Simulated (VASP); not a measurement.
The system is CoSi2.

```
Co Si
1.0
     0.00000    2.58353    2.58353
     2.58353    0.00000    2.58353
     2.58353    2.58353    0.00000
Co Si
1 2
Direct
  0.00000 0.00000 0.00000
  0.25000 0.25000 0.25000
  0.75000 0.75000 0.75000
```

Program: VASP 6.6.1. Alike in all runs: task single point; level PBEsol; potentials or basis VASP PAW PBE potentials, release 64 (Co, Si); cell as given; k mesh 14 × 14 × 14; cutoff (eV) 520; smearing gaussian 0.15 eV.

Q: Order these runs on this cell by their pressure, lowest first.
A. spin collinear, ferromagnetic start; fixed moment (μB) 1.65
B. spin collinear, ferromagnetic start; fixed moment (μB) 1.1
C. spin collinear, ferromagnetic start; fixed moment (μB) 1.925
D. spin off

A: D (19.6 GPa), B (25.1 GPa), A (31.7 GPa), C (34.8 GPa).

Caveats: the cell stands under pressure; the PAW data sets were made with another functional, which shifts forces and pressure a little; the total moment is fixed, so each spin has its own Fermi level (at least some runs).
